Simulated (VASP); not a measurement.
Runs of VASP 6.6.1 on BN (BN (F-43m)). The structure is cubic, space group F-43m (No. 216). Conventional cell: a = 3.624 Å, b = 3.624 Å, c = 3.624 Å, α = 90.00°, β = 90.00°, γ = 90.00°. B (site symmetry -43m) has 4 N at 1.57 Å within 2.1 Å. Within 2.1 Å of N (site symmetry -43m) lie 4 B at 1.57 Å. 

```tsv
level	k mesh	smearing	grid for exact exchange (PRECFOCK)	screening parameter	gap on the mesh (eV)	pressure (GPa)
PBE	1 × 1 × 1, shifted	gaussian 0.01 eV	-	-	8.62	0.7
PBE	1 × 1 × 1, shifted	fermi-dirac 0.01 eV	-	-	8.62	0.7
PBE	2 × 2 × 2, shifted	fermi-dirac 0.01 eV	-	-	(a)	0.5
HSE06	1 × 1 × 1, shifted	fermi-dirac 0.01 eV	Fast	0.2079 1/Å	10.28	-8.8
```

Alike in all rows: task single point; potentials or basis VASP PAW PBE potentials, release 64 (B, N); no spin polarisation; cell as given; cutoff (eV) 520.

Question: Fill in the values left out.

Answer: (a) 6.29.

Caveats: all runs use coarse meshes; the PAW data sets were made with another functional, which shifts forces and pressure a little (some runs).

A k mesh can miss the band edges.
